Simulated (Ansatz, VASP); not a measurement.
Ag in VASP and in Ansatz

Contents of POSCAR:

```
Ag
1.0
    2.9401015088      0.0000000000      0.0000000000
   -1.4700507544      2.5462025963      0.0000000000
    0.0000000000      0.0000000000      4.7629644442
Ag
2
Direct
    0.2533333333      0.6266666667      0.1900000000
    0.7466666667      0.3733333333      0.8100000000
```

Contents of INCAR.step1:

```
SYSTEM = Ag
PREC = Accurate
ENCUT = 520
ISMEAR = -1
SIGMA = 0.05
LREAL = .FALSE.
LASPH = .TRUE.
NELM = 60
NBANDS = 18
GGA = PE
ALGO = Normal
EDIFF = 1E-4
LWAVE = .TRUE.
LCHARG = .FALSE.
```

INCAR.step2

```
SYSTEM = Ag
PREC = Accurate
ENCUT = 520
EDIFF = 1E-8
ISMEAR = -1
SIGMA = 0.05
LREAL = .FALSE.
LASPH = .TRUE.
NELM = 60
ALGO = Normal
ISIF = 2
LWAVE = .FALSE.
LCHARG = .FALSE.
METAGGA = R2SCAN
LMIXTAU = .TRUE.
LEFG = .TRUE.
NBANDS = 18
ISTART = 1
```

The input KPOINTS:

```
regular mesh
0
G
  12 12 6
  0 0 0
```

Input for Ansatz:

```yaml
crystal:
  lattice:
    - [2.9401015088, 0.0, 0.0]
    - [-1.4700507544, 2.5462025963, 0.0]
    - [0.0, 0.0, 4.7629644442]
  atoms:
    - { symbol: Ag, position: [0.2533333333, 0.6266666667, 0.19] }
    - { symbol: Ag, position: [0.7466666667, 0.3733333333, 0.81] }
kpoints:
  mp_grid: { grid: [12, 12, 6] }
scf:
  occupations: { method: fermi_dirac, width: 0.05 }
hamiltonian:
  xc: r2scan
  pseudopotentials: { kind: paw }
output:
  forces: true
  stress: true
  eigenvalues: true
  efg: { contact_densities: true }
  populations: true
```

Change from the starting cell: shortest bond scaled by 0.76, PAW files.

Alike in both runs: task electric field gradients; functional r2SCAN; k mesh 12 × 12 × 6; occupations fermi-dirac, width 0.05 eV; no spin polarisation.

```csv
,VASP,Ansatz
version,VASP 6.6.1,Ansatz 0.2.0
potentials or method,"VASP PAW PBE potentials, release 64 (Ag)","PAW with Ansatz's default frozen-core files, scalar-relativistic"
plane-wave cutoff (eV),520,500
valence electrons in the cell,22,38
```

|  | VASP | Ansatz | Ansatz less VASP |
| --- | --- | --- | --- |
| pressure (GPa) | 24.1 | 24.0 | -0.15 |
| traceless stress, the component that is largest in VASP (GPa) | 19.66 | 19.84 | +0.176 |
| rms of the force components (eV/Å) | 4.119 | 4.118 | -0.0010 |
| size of Vzz on the site where it differs most (V/Å²) | 37.5 | 20.9 | -16.63 |

VASP's potentials were made for PBE, not for r2SCAN. Atom by atom the forces differ by 0.016 eV/Å (rms over components). One of these differences is far larger than is usual between the two programs; its cause wasn't traced. The functional is the same, so the differences come from potentials, cutoffs and numerics. VASP's potentials hold 22 valence electrons a cell and Ansatz's 38, so a difference there can come from the potentials and not from the codes.
